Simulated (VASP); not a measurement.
Set up this calculation in VASP 6.6.1, as the native input.

```
Task                   : single point
Functional             : PBEsol
Potentials or basis    : VASP PAW PBE potentials, release 64 (Bi_d)
Cutoff                 : 520 eV
k mesh                 : 7 × 7 × 7
Occupations            : fermi-dirac, width 0.05 eV
Spin                   : no spin polarisation
Dipole correction      : no
Further INCAR settings : ALGO = Normal; EDIFF = 1e-06; NBANDS = 22
```

The structure of Bi lies in POSCAR:

```
Bi
1.0
    2.2212115015      1.2824170583      3.8576100961
   -2.2212115015      1.2824170583      3.8576100961
    0.0000000000     -2.5648341167      3.8576100961
Bi
2
Direct
    0.7660000000      0.7660000000      0.7660000000
    0.2340000000      0.2340000000      0.2340000000
```

These files were run (other wordings do the same):

INCAR

```
ALGO = Normal
EDIFF = 1E-6
ENCUT = 520
GGA = PS
ISIF = 2
ISMEAR = -1
LASPH = True
LCHARG = False
LREAL = False
LWAVE = False
NBANDS = 22
NELM = 100
PREC = Accurate
SIGMA = 0.05
```

KPOINTS

```
k-points
0
Gamma
  7 7 7
```

Potentials or basis: VASP PAW PBE potentials, release 64 (Bi_d).

Command:

```sh
$ cat potpaw_PBE.64/Bi_d/POTCAR > POTCAR
$ mpirun -np 1 vasp_std > vasp.out
```

Results of the run:

```yaml
Pressure: 3.0 GPa
Largest_force: 0.440 eV/Å
```

Caveat: the cell stands under pressure; the PAW data sets were made with another functional, which shifts forces and pressure a little.

It took 100 s on 1 thread of Intel Xeon 8259CL, with other jobs on the host, peak memory 0.22 GiB.
